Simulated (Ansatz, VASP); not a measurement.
## Sn: VASP beside Ansatz

The input INCAR:

```
SYSTEM = Sn
ALGO     = Fast           ! electronic algorithm
EDIFF    = 1E-6           ! SCF threshold, eV
ENCUT    = 520            ! plane-wave cutoff, eV
GGA      = PS             ! functional
ISIF     = 2              ! what is computed and relaxed
ISMEAR   = 0              ! smearing method
LASPH    = .TRUE.         ! aspherical terms in the spheres
LCHARG   = .FALSE.        ! write CHGCAR
LREAL    = .FALSE.        ! projectors in reciprocal space
LWAVE    = .FALSE.        ! write WAVECAR
NBANDS   = 13             ! bands
NELM     = 80             ! most SCF steps
PREC     = Accurate       ! precision mode
SIGMA    = 0.15           ! smearing width, eV
```

Contents of KPOINTS:

```
k-points
0
G
  18 18 18
  0 0 0
```

Contents of POSCAR:

```
Sn
1.0
   -2.0462239647      2.0462239647      1.8188657464
    2.0462239647     -2.0462239647      1.8188657464
    2.0462239647      2.0462239647     -1.8188657464
Sn
1
Direct
    0.0000000000      0.0000000000      0.0000000000
```

Input for Ansatz:

```yaml
crystal:
  lattice:
    - [-2.0462239647, 2.0462239647, 1.8188657464]
    - [2.0462239647, -2.0462239647, 1.8188657464]
    - [2.0462239647, 2.0462239647, -1.8188657464]
  atoms:
    - { symbol: Sn, position: [0.0, 0.0, 0.0] }
basis:
  ecutwfc: 420
kpoints:
  mp_grid: { grid: [18, 18, 18] }
hamiltonian:
  xc: pbesol
scf:
  occupations: { method: gaussian, width: 0.15 }
output:
  forces: true
  stress: true
  eigenvalues: true
```

Change from the starting cell: strain +0.080 along x and y, -0.040 along z, atoms carried along.

Alike in both runs: task single point; functional PBEsol; k mesh 18 × 18 × 18; occupations gaussian, width 0.15 eV; no spin polarisation.

```csv
,VASP,Ansatz
version,VASP 6.6.1,Ansatz 0.2.0
potentials or method,"VASP PAW PBE potentials, release 64 (Sn_d), cutoff 520 eV","scalar-relativistic, plane waves, PAW"
valence electrons in the cell,14,14
```

Ansatz gave:

| Quantity | Value |
| --- | --- |
| gap on the k mesh at the Fermi level (eV) | none |
| pressure (GPa) | -5.8 |
| traceless stress, the component that is largest in VASP (GPa) | -0.45 |

Problem. Estimate VASP's values.

Solution. gap on the k mesh at the Fermi level (eV): none; pressure (GPa): -5.8; traceless stress, the component that is largest in VASP (GPa): -0.44.

VASP's potentials were made for PBE, not for PBEsol. A gap of «none» marks a metal or a gap that the smearing closes. The functional is the same, so the differences come from potentials, cutoffs and numerics.
